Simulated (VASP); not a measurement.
Set up this calculation in VASP 6.6.1, as the native input.

```yaml
Task: single point
Functional: PBE
Potentials_or_basis: VASP PAW PBE potentials, release 64 (Na_pv, Cl)
Cutoff: 500 eV
k_mesh: 4 × 4 × 4
Occupations: gaussian, width 0.01 eV
Spin: no spin polarisation
Dipole_correction: no
Further_INCAR_settings: ALGO = Normal; EDIFF = 1e-06; NBANDS = 14
```

The structure of NaCl lies in POSCAR:

```
NaCl
1.0
    0.0000000000      2.5302711800      2.5302711800
    2.5302711800      0.0000000000      2.5302711800
    2.5302711800      2.5302711800      0.0000000000
Na Cl
1 1
Direct
    0.0000000000      0.0000000000      0.0000000000
    0.5000000000      0.5000000000      0.5000000000
```

These files were run (other wordings do the same):

INCAR

```
PREC = Accurate
ENCUT = 500
EDIFF = 1E-6
ISMEAR = 0
SIGMA = 0.01
LREAL = False
LASPH = True
NELM = 120
ALGO = Normal
ISIF = 2
LWAVE = False
LCHARG = False
GGA = PE
NBANDS = 14
GGA_COMPAT = False
```

KPOINTS

```
regular mesh
0
Gamma
  4 4 4
```

Potentials or basis: VASP PAW PBE potentials, release 64 (Na_pv, Cl).

Command:

```console
$ cat potpaw_PBE.64/Na_pv/POTCAR potpaw_PBE.64/Cl/POTCAR > POTCAR
$ mpirun -np 1 vasp_std > vasp.out
```

It gave:

```yaml
Pressure: 19.2 GPa
Band_gap_on_the_k_mesh: 6.70 eV, direct
```

Caveat: the k points lie up to 0.54 Å⁻¹ apart.

It took 11 s on 1 thread of Intel Xeon 8259CL (shared host), peak memory 0.14 GiB.
